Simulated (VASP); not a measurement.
# I (Im-3m) in VASP: notebook, part 2 of 2

VASP 6.6.1.

**3. Single point, LDA, non-collinear spin, zero start, spin-orbit coupling**

The input, INCAR:

```
SYSTEM = I
PREC = Accurate
ENCUT = 500
EDIFF = 1E-6
ISMEAR = -1
SIGMA = 0.05
LREAL = .False.
LASPH = .True.
NELM = 200
ALGO = Normal
ISIF = 2
LWAVE = .False.
LCHARG = .False.
LNONCOLLINEAR = .True.
MAGMOM = 0 0 0
LORBIT = 11
LSORBIT = .True.
GGA_COMPAT = .False.
LORBMOM = .True.
GGA = CA
NBANDS = 18
```

The input, KPOINTS:

```
Automatic mesh
0
Gamma
  7 7 7
  0 0 0
```

The input, POSCAR:

```
I
1.0
   -2.0893750000      2.0893750000      2.0893750000
    2.0893750000     -2.0893750000      2.0893750000
    2.0893750000      2.0893750000     -2.0893750000
I
1
Direct
    0.0000000000      0.0000000000      0.0000000000
```

Potentials or basis: VASP PAW LDA potentials, release 64 (I).

Run with:

```sh
cat potpaw_LDA.64/I/POTCAR > POTCAR
mpirun -np 1 vasp_ncl > vasp.out
```

OUTCAR:

```text
SYSTEM = I
   PREC = Accurate
   ENCUT = 500
   EDIFF = 1E-6
   ISMEAR = -1
   LREAL = .False.
   LASPH = .True.
   NELM = 200
   ISIF = 2
   LNONCOLLINEAR = .True.
   LORBIT = 11
   LSORBIT = .True.
   GGA = CA

 ion  position               nearest neighbor table
   1  0.000  0.000  0.000-

  LATTYP: Found a body centered cubic cell.
 ALAT       =     4.1787500000

  Lattice vectors:

 A1 = (  -2.0893750000,   2.0893750000,   2.0893750000)
 A2 = (   2.0893750000,  -2.0893750000,   2.0893750000)
 A3 = (   2.0893750000,   2.0893750000,  -2.0893750000)

Analysis of symmetry for initial positions (statically):
=====================================================================
 Subroutine PRICEL returns:
 Original cell was already a primitive cell.

 Routine SETGRP: Setting up the symmetry group for a
 body centered cubic supercell.

 Subroutine GETGRP returns: Found 48 space group operations
 (whereof 48 operations were pure point group operations)
 out of a pool of 48 trial point group operations.

The static configuration has the point symmetry O_h .

Analysis of symmetry for dynamics (positions and initial velocities):
=====================================================================
 Subroutine PRICEL returns:
 Original cell was already a primitive cell.

 Routine SETGRP: Setting up the symmetry group for a
 body centered cubic supercell.

 Subroutine GETGRP returns: Found 48 space group operations
 (whereof 48 operations were pure point group operations)
 out of a pool of 48 trial point group operations.

The dynamic configuration has the point symmetry O_h .

Analysis of structural, dynamic, and magnetic symmetry:
=====================================================================
 Subroutine PRICEL returns:
 Original cell was already a primitive cell.

 Routine SETGRP: Setting up the symmetry group for a
 body centered cubic supercell.

 Subroutine GETGRP returns: Found 48 space group operations
 (whereof 48 operations were pure point group operations)
 out of a pool of 48 trial point group operations.

The overall configuration has the point symmetry O_h .

 Subroutine INISYM returns: Found 48 space group operations
 (whereof 48 operations are pure point group operations),
 and found     1 'primitive' translations

----------------------------------------------------------------------------------------

                                     Primitive cell

  volume of cell :      36.4846

  direct lattice vectors                    reciprocal lattice vectors
    -2.089375000  2.089375000  2.089375000     0.000000000  0.239306013  0.239306013
     2.089375000 -2.089375000  2.089375000     0.239306013  0.000000000  0.239306013
     2.089375000  2.089375000 -2.089375000     0.239306013  0.239306013  0.000000000

  length of vectors
     3.618903656  3.618903656  3.618903656     0.338429809  0.338429809  0.338429809

  position of ions in fractional coordinates (direct lattice)
     0.000000000  0.000000000  0.000000000
[... 91 lines left out ...]
     AMIX_MAG =   1.60;   BMIX_MAG =  1.00
  volume/ion in A,a.u.               =      36.48       246.21
  Fermi-wavevector in a.u.,A,eV,Ry     =   0.944215  1.784309 12.130177  0.891543
  Thomas-Fermi vector in A             =   2.071999
   LORBIT       =     11    0 simple, 1 ext, 2 COOP (PROOUT), +10 PAW based schemes
   GGA     = CA    functional components
   LHFCALC =     F    Hartree Fock is set to
   AEXX    =    0.0000 exact exchange contribution
   IVDW    =     0    specifies the selected vdW correction
   LEPSILON=     F    determine dielectric tensor
   LRPA    =     F    only Hartree local field effects (RPA)
  energy-cutoff  :      500.00
  volume of cell :       36.48
 maximum number of plane-waves:      1918
   NGX = 13   NGY = 13   NGZ = 13

 number of electron       7.0000000 magnetization       0.0000000      0.0000000      0.0000000

 number of electron       7.0000000 magnetization      -0.0000000     -0.0000000     -0.0000000

 Free energy of the ion-electron system (eV)
  ---------------------------------------------------
  ext. energy  EPLUGINS =         0.00000000
  ---------------------------------------------------
  free energy    TOTEN  =        -1.88638745 eV

  energy without entropy =       -1.87326134  energy(sigma->0) =       -1.87982439

 E-fermi :   3.9752     XC(G=0):  -9.1918

 val. band max:        3.9570302757   @ k =  -0.2857   0.2857   0.1429
 cond. band min:       4.1409520042   @ k =   0.4286   0.1429   0.0000
 fundamental gap:      0.1839217285
 Fermi energy:         3.9751699946

 k-point     1 :       0.0000    0.0000    0.0000
  band No.  band energies     occupation
      1      -9.3410      1.00000
      2      -9.3410      1.00000
      3       3.8267      0.95118
      4       3.8267      0.95118
      5       5.2178      0.00000
      6       5.2178      0.00000
[... 397 lines left out ...]
      5       1.6945      1.00000
      6       1.6945      1.00000
[... 10 lines left out ...]
     17      18.9141      0.00000
     18      18.9197      0.00000

------------------------ aborting loop because EDIFF is reached ----------------------------------------

  FORCE on cell =-STRESS in cart. coord.  units (eV):
  Direction    XX          YY          ZZ          XY          YZ          ZX
  --------------------------------------------------------------------------------------
  -------------------------------------------------------------------------------------
  Total       -0.6465296     -0.6465296     -0.6465296      0.0000000      0.0000000      0.0000000
  in kB      -28.3915983    -28.3915983    -28.3915983      0.0000000      0.0000000      0.0000000
  external PRESSURE =     -28.3915983 kB  Pullay stress =       0.0000000 kB

 VOLUME and BASIS-vectors are now :
 -----------------------------------------------------------------------------
  energy-cutoff  :      500.00
  volume of cell :       36.48
      direct lattice vectors                 reciprocal lattice vectors
    -2.089375000  2.089375000  2.089375000     0.000000000  0.239306013  0.239306013
     2.089375000 -2.089375000  2.089375000     0.239306013  0.000000000  0.239306013
     2.089375000  2.089375000 -2.089375000     0.239306013  0.239306013  0.000000000

 POSITION                                       TOTAL-FORCE (eV/Angst)
 -----------------------------------------------------------------------------------
      0.00000      0.00000      0.00000         0.000000     -0.000000      0.000000
 -----------------------------------------------------------------------------------
    total drift:                                0.000000     -0.000000     -0.000000

  FREE ENERGIE OF THE ION-ELECTRON SYSTEM (eV)
  ---------------------------------------------------
  free  energy   TOTEN  =        -1.8863874468 eV

  energy  without entropy=       -1.8732613390  energy(sigma->0) =       -1.87982439

 orbital moment (x)

 # of ion     p       d       tot
 ----------------------------------------
  1         0.000   0.000   0.000
 ----------------------------------------
            0.000   0.000   0.000

 orbital moment (y)

 # of ion     p       d       tot
 ----------------------------------------
  1        -0.000  -0.000  -0.000
 ----------------------------------------
           -0.000  -0.000  -0.000

 orbital moment (z)

 # of ion     p       d       tot
 ----------------------------------------
  1         0.000  -0.000  -0.000
 ----------------------------------------
            0.000  -0.000  -0.000

 Spin-Orbit-Coupling matrix elements

 Ion:    1  E_soc:     -0.4829964
 l=   1
     0.0000000    -0.0804236    -0.0804236
    -0.0804236     0.0000000    -0.0804236
    -0.0804236    -0.0804236     0.0000000
 l=   2
     0.0000000    -0.0000155     0.0000000    -0.0000155    -0.0000604
    -0.0000155     0.0000000    -0.0000453    -0.0000155    -0.0000151
     0.0000000    -0.0000453     0.0000000    -0.0000453     0.0000000
    -0.0000155    -0.0000155    -0.0000453     0.0000000    -0.0000151
    -0.0000604    -0.0000151     0.0000000    -0.0000151     0.0000000
 l=   3
     0.0000000     0.0000000     0.0000000     0.0000000     0.0000000     0.0000000     0.0000000
     0.0000000     0.0000000     0.0000000     0.0000000     0.0000000     0.0000000     0.0000000
     0.0000000     0.0000000     0.0000000     0.0000000     0.0000000     0.0000000     0.0000000
     0.0000000     0.0000000     0.0000000     0.0000000     0.0000000     0.0000000     0.0000000
     0.0000000     0.0000000     0.0000000     0.0000000     0.0000000     0.0000000     0.0000000
     0.0000000     0.0000000     0.0000000     0.0000000     0.0000000     0.0000000     0.0000000
     0.0000000     0.0000000     0.0000000     0.0000000     0.0000000     0.0000000     0.0000000

 total charge

# of ion       s       p       d       tot
------------------------------------------
    1        1.549   2.586   0.019   4.154

 magnetization (x)

# of ion       s       p       d       tot
------------------------------------------
    1       -0.000  -0.000  -0.000  -0.000

 magnetization (y)

# of ion       s       p       d       tot
------------------------------------------
    1        0.000   0.000  -0.000   0.000

 magnetization (z)

# of ion       s       p       d       tot
------------------------------------------
    1        0.000   0.000   0.000   0.000
```

OSZICAR:

```text
N       E                     dE             d eps       ncg     rms          rms(c)
DAV:   1     0.263763805227E+02    0.26376E+02   -0.23830E+03   720   0.593E+02
DAV:   2    -0.118706454639E+00   -0.26495E+02   -0.24874E+02  1038   0.106E+02
DAV:   3    -0.186169916689E+01   -0.17430E+01   -0.16780E+01   952   0.264E+01
DAV:   4    -0.188768643235E+01   -0.25987E-01   -0.25983E-01   886   0.395E+00
DAV:   5    -0.188814802365E+01   -0.46159E-03   -0.46158E-03   928   0.504E-01    0.432E+00
DAV:   6    -0.188667674502E+01    0.14713E-02   -0.15197E-03   876   0.232E-01    0.262E+00
DAV:   7    -0.188635386246E+01    0.32288E-03   -0.79770E-04   896   0.162E-01    0.141E+00
DAV:   8    -0.188640692615E+01   -0.53064E-04   -0.22885E-04   856   0.892E-02    0.594E-02
DAV:   9    -0.188638701827E+01    0.19908E-04   -0.52076E-05   780   0.414E-02    0.134E-02
DAV:  10    -0.188638744679E+01   -0.42852E-06   -0.21693E-06   920   0.926E-03
   1 F= -.18863874E+01 E0= -.18798244E+01  d E =-.131261E-01  mag=    -0.0000    -0.0000    -0.0000
```

stdout:

```text
POSCAR found type information on POSCAR I
 POSCAR found :  1 types and       1 ions
 scaLAPACK will be used
 LDA part: xc-table for (Slater(with rela. corr.)+CA(PZ))
 , standard interpolation
 POSCAR, INCAR and KPOINTS ok, starting setup
 FFT: planning ... GRIDC
 FFT: planning ... GRID_SOFT
 FFT: planning ... GRID
 WAVECAR not read
 entering main loop
```

Wall time 22 s (1 thread of AMD EPYC 7R43 (Zen 3), shared host); peak memory 0.17 GiB.

Results:

* Free energy: -1.8864 eV
* Pressure: -2.8 GPa
* Net moment: 0.00 μB per cell
* Valence electrons inside the program's atomic spheres: I 4.15

Moments on the atoms (μB; x, y, z):
```
I   0.00 0.00 0.00
```
